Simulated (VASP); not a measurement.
Here is a VASP 6.6.1 calculation.

Contents of INCAR:

```
ALGO = Normal
EDIFF = 1E-7
ENCUT = 520
GGA = PE
ISIF = 2
ISMEAR = 0
LASPH = True
LCHARG = False
LREAL = False
LWAVE = False
NBANDS = 31
NELM = 60
PREC = Accurate
SIGMA = 0.01
```

File KPOINTS:

```
k-points
0
Gamma
  6 6 4
```

File POSCAR:

```
SiGe3
1.0
    3.9699077041      0.0000000000      0.0000000000
    0.0000000000      3.9699077041      0.0000000000
    0.0000000000      0.0000000000      5.5939547075
Si Ge
1 3
Direct
    0.0000000000      0.0000000000      0.0000000000
    0.0000000000      0.5000000000      0.2442925744
    0.5000000000      0.5000000000      0.5000000000
    0.5000000000      0.0000000000      0.7557074256
```

Potentials or basis: VASP PAW PBE potentials, release 64 (Si, Ge_d).

Command:

```sh
$ cat potpaw_PBE.64/Si/POTCAR potpaw_PBE.64/Ge_d/POTCAR > POTCAR
$ mpirun -np 1 vasp_std > vasp.out
```

**Question.** Estimate the band gap on the k mesh.

**Answer.** 0.29 eV, indirect (least direct gap 0.67 eV).

**Question.** Predict the largest force.

**Answer.** 0.072 eV/Å.

Forces in eV/Å, atoms in the order of the input:
```
Si   0.000  0.000  0.000
Ge   0.000  0.000 -0.072
Ge   0.000  0.000  0.000
Ge   0.000  0.000  0.072
```

A k mesh can miss the band edges.
